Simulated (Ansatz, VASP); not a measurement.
One calculation of TiGe, two programs

The input INCAR:

```
SYSTEM = TiGe
ALGO = Normal ; EDIFF = 1E-6
ENCUT = 500 ; GGA = PE
GGA_COMPAT = .False. ; ISIF = 2
ISMEAR = 0 ; LASPH = .True.
LCHARG = .True. ; LELF = .True.
LREAL = .False. ; LVHAR = .True.
LWAVE = .False. ; NBANDS = 20
NELM = 120 ; PREC = Accurate
SIGMA = 0.02
```

File KPOINTS:

```
k-points
0
Gamma
  8 8 8
  0 0 0
```

File POSCAR:

```
TiGe
1.0
    0.0000000000      2.9233000000      2.9233000000
    2.9233000000      0.0000000000      2.9233000000
    2.9233000000      2.9233000000      0.0000000000
Ti Ge
1 1
Direct
    0.0000000000      0.0000000000      0.0000000000
    0.2500000000      0.2500000000      0.2500000000
```

Input for Ansatz:

```yaml
crystal:
  lattice:
    - [0.0, 2.9233, 2.9233]
    - [2.9233, 0.0, 2.9233]
    - [2.9233, 2.9233, 0.0]
  atoms:
    - { symbol: Ti, position: [0.0, 0.0, 0.0] }
    - { symbol: Ge, position: [0.25, 0.25, 0.25] }
basis:
  ecutwfc: 420
kpoints:
  mp_grid: { grid: [8, 8, 8] }
hamiltonian:
  xc: pbe
scf:
  occupations: { method: gaussian, width: 0.02 }
output:
  forces: true
  stress: true
  eigenvalues: true
```

Alike in both runs: task single point; functional PBE; k mesh 8 × 8 × 8; occupations gaussian, width 0.02 eV; no spin polarisation.

|  | VASP | Ansatz |
| --- | --- | --- |
| version | VASP 6.6.1 | Ansatz 0.2.0 |
| potentials or method | VASP PAW PBE potentials, release 64 (Ti_sv, Ge_d), cutoff 500 eV | scalar-relativistic, plane waves, PAW |
| valence electrons in the cell | 26 | 26 |

|  | VASP | Ansatz | Ansatz less VASP |
| --- | --- | --- | --- |
| gap on the k mesh at the Fermi level (eV) | 0.25 | 0.25 | -0.001 |
| least direct gap on the mesh (eV) | 0.25 | 0.25 | -0.001 |
| pressure (GPa) | 0.0 | 0.0 | +0.02 |

With one functional, cell and mesh, what is left measures potentials, basis and numerics.
